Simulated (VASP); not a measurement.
Input of a VASP 6.6.1 run:

INCAR

```
SYSTEM = Ti
PREC     = Accurate       ! precision mode
ENCUT    = 520            ! plane-wave cutoff, eV
EDIFF    = 1E-6           ! SCF threshold, eV
ISMEAR   = 0              ! smearing method
SIGMA    = 0.15           ! smearing width, eV
LREAL    = .False.        ! projectors in reciprocal space
LASPH    = .True.         ! aspherical terms in the spheres
NELM     = 60             ! most SCF steps
ALGO     = Fast           ! electronic algorithm
ISIF     = 2              ! what is computed and relaxed
LWAVE    = .False.        ! write WAVECAR
LCHARG   = .True.         ! write CHGCAR
GGA      = PS             ! functional
LELF     = .True.         ! ELF
LVHAR    = .True.       
NBANDS   = 25             ! bands
```

KPOINTS

```
Automatic mesh
0
Gamma
  12 12 14
  0 0 0
```

The input POSCAR:

```
Ti
1.0
    4.5149169756      0.0000000000      0.0000000000
   -2.2574584878      3.9100327969      0.0000000000
    0.0000000000      0.0000000000      2.7983103216
Ti
3
Direct
    0.0000000000      0.0000000000      0.0000000000
    0.3333333333      0.6666666667      0.5000000000
    0.6666666667      0.3333333333      0.5000000000
```

Potentials or basis: VASP PAW PBE potentials, release 64 (Ti_sv).

The run is started by

```bash
$ cat potpaw_PBE.64/Ti_sv/POTCAR > POTCAR
$ mpirun -np 1 vasp_std > vasp.out
```

Task: What does it give for the pressure?

Result: -0.3 GPa.

Task: What does it give for the band gap on the k mesh?

Result: Zero (bands 18 and 19 overlap by 0.34 eV).

Stress tensor (GPa, compression positive):
```
-0.36  0.00  0.00
 0.00 -0.36  0.00
 0.00  0.00 -0.25
```

Caveat: the PAW data sets were made with another functional, which shifts forces and pressure a little.
